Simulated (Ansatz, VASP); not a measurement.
CdS: VASP beside Ansatz

Contents of INCAR:

```
SYSTEM = CdS
PREC = Accurate
ENCUT = 520
EDIFF = 1E-7
ISMEAR = -1
SIGMA = 0.03
LREAL = .False.
LASPH = .True.
NELM = 60
ALGO = Normal
ISIF = 2
LWAVE = .False.
LCHARG = .True.
GGA = RE
LELF = .True.
LVHAR = .True.
NBANDS = 16
```

KPOINTS

```
Automatic mesh
0
Gamma
  7 7 7
  0 0 0
```

File POSCAR:

```
CdS
1.0
    0.0000000000      2.9165000000      2.9165000000
    2.9165000000      0.0000000000      2.9165000000
    2.9165000000      2.9165000000      0.0000000000
Cd S
1 1
Direct
   -0.0675000000      0.0225000000      0.0225000000
    0.3175000000      0.2275000000      0.2275000000
```

Input for Ansatz:

```yaml
crystal:
  lattice:
    - [0.0, 2.9165, 2.9165]
    - [2.9165, 0.0, 2.9165]
    - [2.9165, 2.9165, 0.0]
  atoms:
    - { symbol: Cd, position: [-0.0675, 0.0225, 0.0225] }
    - { symbol: S, position: [0.3175, 0.2275, 0.2275] }
kpoints:
  mp_grid: { grid: [7, 7, 7] }
scf:
  occupations: { method: fermi_dirac, width: 0.03 }
hamiltonian:
  xc: revpbe
  pseudopotentials: { kind: all_electron, lapw: { basis_error: 0.001 } }
output:
  forces: true
  stress: true
  eigenvalues: true
  populations: true
basis:
  xc_grid: 1
```

Alike in both runs: task single point; functional revPBE; k mesh 7 × 7 × 7; occupations fermi-dirac, width 0.03 eV; no spin polarisation.

|  | VASP | Ansatz |
| --- | --- | --- |
| version | VASP 6.6.1 | Ansatz 0.2.0 |
| potentials or method | VASP PAW PBE potentials, release 64 (Cd, S), cutoff 520 eV | all-electron LAPW, scalar-relativistic |

|  | VASP | Ansatz | Ansatz less VASP |
| --- | --- | --- | --- |
| gap on the k mesh at the Fermi level (eV) | 1.35 | 1.34 | -0.013 |
| pressure (GPa) | 14.2 | 13.6 | -0.56 |
| traceless stress, the component that is largest in VASP (GPa) | -14.35 | -13.95 | +0.400 |
| rms of the force components (eV/Å) | 3.935 | 3.837 | -0.0979 |

VASP's potentials were made for PBE, not for revPBE. Atom by atom the forces differ by 0.098 eV/Å (rms over components). Ansatz ran all-electron here, and VASP with PAW potentials.
